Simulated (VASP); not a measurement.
Os, 2 atoms in the cell. The structure is hexagonal, space group P6_3/mmc (No. 194). Conventional cell: a = 2.739 Å, b = 2.739 Å, c = 4.314 Å, α = 90.00°, β = 90.00°, γ = 120.00°. Within 3.5 Å of Os (site symmetry -6m2) lie 12 Os at 2.67 to 2.74 Å. 

```yaml
Program: VASP 6.6.1
Task: single point
Functional: r2SCAN
Potentials_or_basis: VASP PAW PBE potentials, release 64 (Os_sv_GW)
Cutoff: 620 eV
k_mesh: 8 × 8 × 5
Occupations: fermi-dirac, width 0.1 eV
Spin: no spin polarisation
Dipole_correction: no
Further_INCAR_settings: ALGO = Normal; EDIFF = 1e-06; NBANDS = 23
```

Potentials or basis: VASP PAW PBE potentials, release 64 (Os_sv_GW).

Command:

```sh
$ cat potpaw_PBE.64/Os_sv_GW/POTCAR > POTCAR
$ cp INCAR.step1 INCAR
$ mpirun -np 1 vasp_std > vasp.out
$ cp INCAR.step2 INCAR
$ mpirun -np 1 vasp_std > vasp.out
```

Hardware: 1 thread of Intel(R) Xeon(R) Platinum 8559C (Emerald Rapids), on a shared host.

Estimate the wall time of this run.

It took 61 s on 1 thread of Intel(R) Xeon(R) Platinum 8559C (Emerald Rapids), on a shared host, peak memory 0.18 GiB. Counts: k points 30.
